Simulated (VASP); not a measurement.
Set up this calculation in VASP 6.6.1, as the native input.

```
Task                   : single point
Functional             : PBEsol
Potentials or basis    : VASP PAW PBE potentials, release 64 (Al, Ni)
Cutoff                 : 520 eV
k mesh                 : 8 × 8 × 10
Occupations            : gaussian, width 0.15 eV
Spin                   : no spin polarisation
Dipole correction      : no
Further INCAR settings : ALGO = Fast; EDIFF = 1e-07; NBANDS = 40
```

The structure of Al3Ni5 lies in POSCAR:

```
Al3Ni5
1.0
    3.2933322760     -3.6919375971      0.0000000000
    3.2933322760      3.6919375971      0.0000000000
    0.0000000000      0.0000000000      3.7203545651
Al Ni
3 5
Direct
    0.5000000000      0.5000000000      0.0000000000
    0.7796888787      0.2203111213      0.5000000000
    0.2203111213      0.7796888787      0.5000000000
    0.0000000000      0.0000000000      0.0000000000
    0.0000000000      0.5000000000      0.0000000000
    0.5000000000      0.0000000000      0.0000000000
    0.2762373066      0.2762373066      0.5000000000
    0.7237626934      0.7237626934      0.5000000000
```

These files were run (other wordings do the same):

INCAR

```
ALGO = Fast
EDIFF = 1E-7
ENCUT = 520
GGA = PS
ISIF = 2
ISMEAR = 0
LASPH = T
LCHARG = F
LREAL = F
LWAVE = F
NBANDS = 40
NELM = 80
PREC = Accurate
SIGMA = 0.15
```

KPOINTS

```
k-points
0
Gamma
  8 8 10
```

Potentials or basis: VASP PAW PBE potentials, release 64 (Al, Ni).

Command:

```console
$ cat potpaw_PBE.64/Al/POTCAR potpaw_PBE.64/Ni/POTCAR > POTCAR
$ mpirun -np 1 vasp_std > vasp.out
```

Results of the run:

```
Pressure      : 0.2 GPa
Largest force : 0.006 eV/Å
```

Caveat: the PAW data sets were made with another functional, which shifts forces and pressure a little.

Run time: 12 min on 1 thread of Intel Xeon 8259CL, with other jobs on the host, peak memory 0.45 GiB.
